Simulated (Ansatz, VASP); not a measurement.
**One calculation of Lu, two programs**

Contents of POSCAR:

```
Lu
1.0
    3.5697120718      0.0000000000      0.0000000000
   -1.7848560359      3.0914613384      0.0000000000
    0.0000000000      0.0000000000     11.4012166565
Lu
4
Direct
    0.0000000000      0.0000000000      0.0000000000
    0.0000000000      1.0000000000      0.5000000000
    0.3333333333      0.6666666667      0.2500000000
    0.6666666667      0.3333333333      0.7500000000
```

Contents of INCAR.step1:

```
  PREC = Accurate
  ENCUT = 520
  ISMEAR = -1
  SIGMA = 0.1
  LREAL = False
  LASPH = True
  NELM = 100
  NBANDS = 58
  GGA = PE
  ALGO = Normal
  EDIFF = 1E-4
  LWAVE = True
  LCHARG = False
```

Contents of INCAR.step2:

```
  PREC = Accurate
  ENCUT = 520
  EDIFF = 1E-7
  ISMEAR = -1
  SIGMA = 0.1
  LREAL = False
  LASPH = True
  NELM = 100
  ALGO = Normal
  ISIF = 2
  LWAVE = False
  LCHARG = False
  METAGGA = R2SCAN
  LMIXTAU = True
  NBANDS = 58
  ISTART = 1
```

KPOINTS

```
Automatic mesh
0
Gamma
  12 12 4
```

Input for Ansatz:

```yaml
crystal:
  lattice:
    - [3.5697120718, 0.0, 0.0]
    - [-1.7848560359, 3.0914613384, 0.0]
    - [0.0, 0.0, 11.4012166565]
  atoms:
    - { symbol: Lu, position: [0.0, 0.0, 0.0] }
    - { symbol: Lu, position: [0.0, 1.0, 0.5] }
    - { symbol: Lu, position: [0.3333333333, 0.6666666667, 0.25] }
    - { symbol: Lu, position: [0.6666666667, 0.3333333333, 0.75] }
hamiltonian:
  xc: r2scan
  pseudopotentials:
    kind: paw
    azcp:
      Lu: "pseudopotentials/Lu.paw.azcp"
basis:
  ecutwfc: 500
  fft_grid_basis: typed
kpoints:
  mp_grid: { grid: [12, 12, 4], shift: [0, 0, 0] }
magnetization:
  spin_polarized: false
scf:
  occupations: { method: fermi_dirac, width: 0.1 }
  lower_state_search: "off"
output:
  stress: true
```

Alike in both runs: task single point; functional r2SCAN; k mesh 12 × 12 × 4; occupations fermi-dirac, width 0.1 eV; no spin polarisation.

|  | VASP | Ansatz |
| --- | --- | --- |
| version | VASP 6.6.1 | Ansatz 0.2.0 |
| potentials or method | VASP PAW PBE potentials, release 64 (Lu), cutoff 520 eV | plane waves (500 eV) with PAW, scalar-relativistic |
| valence electrons in the cell | 100 | 100 |

|  | VASP | Ansatz | Ansatz less VASP |
| --- | --- | --- | --- |
| pressure (GPa) | -2.9 | -3.0 | -0.09 |
| traceless stress, the component that is largest in VASP (GPa) | -0.01 | 0.07 | +0.078 |

VASP's potentials were made for PBE, not for r2SCAN. The functional is the same, so the differences come from potentials, cutoffs and numerics.

Spin-orbit coupling is off throughout.
